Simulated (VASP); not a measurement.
A run of VASP 6.6.1:

The input INCAR:

```
SYSTEM = Ti3H
PREC     = Accurate       ! precision mode
ENCUT    = 520            ! plane-wave cutoff, eV
EDIFF    = 1E-6           ! SCF threshold, eV
ISMEAR   = 0              ! smearing method
SIGMA    = 0.1            ! smearing width, eV
LREAL    = .False.        ! projectors in reciprocal space
LASPH    = .True.         ! aspherical terms in the spheres
NELM     = 60             ! most SCF steps
ALGO     = Normal         ! electronic algorithm
ISIF     = 2              ! what is computed and relaxed
LWAVE    = .False.        ! write WAVECAR
LCHARG   = .True.         ! write CHGCAR
LDIPOL   = .True.       
IDIPOL   = 3            
DIPOL    = 0.5 0.5 0.352
GGA      = PE             ! functional
LELF     = .True.         ! ELF
LVHAR    = .True.       
LVACPOTAV= .True.       
NBANDS   = 26             ! bands
```

File KPOINTS:

```
regular mesh
0
Gamma
  9 9 1
  0 0 0
```

File POSCAR:

```
Ti3H
1.0
    2.9075446922      0.0000000000      0.0000000000
    0.0000000000      2.9075446922      0.0000000000
    0.0000000000      0.0000000000     19.3059825228
Ti H
3 1
Direct
    0.5000000000      0.5000000000      0.2071896623
    0.0000000000      0.0000000000      0.3057583538
    0.5000000000      0.5000000000      0.4043297208
    0.5000000000      0.6666666667      0.4910420250
```

Potentials or basis: VASP PAW PBE potentials, release 64 (Ti_sv, H).

Command:

```bash
$ cat potpaw_PBE.64/Ti_sv/POTCAR potpaw_PBE.64/H/POTCAR > POTCAR
$ mpirun -np 1 vasp_std > vasp.out
```

Hardware: 1 thread of Intel(R) Xeon(R) 6975P-C (Granite Rapids) (shared host).

Q: Estimate the wall time of this run.

A: It took 94 s on 1 thread of Intel(R) Xeon(R) 6975P-C (Granite Rapids), with other jobs on the host, peak memory 0.31 GiB. Counts: scf iterations 28, k points 25.
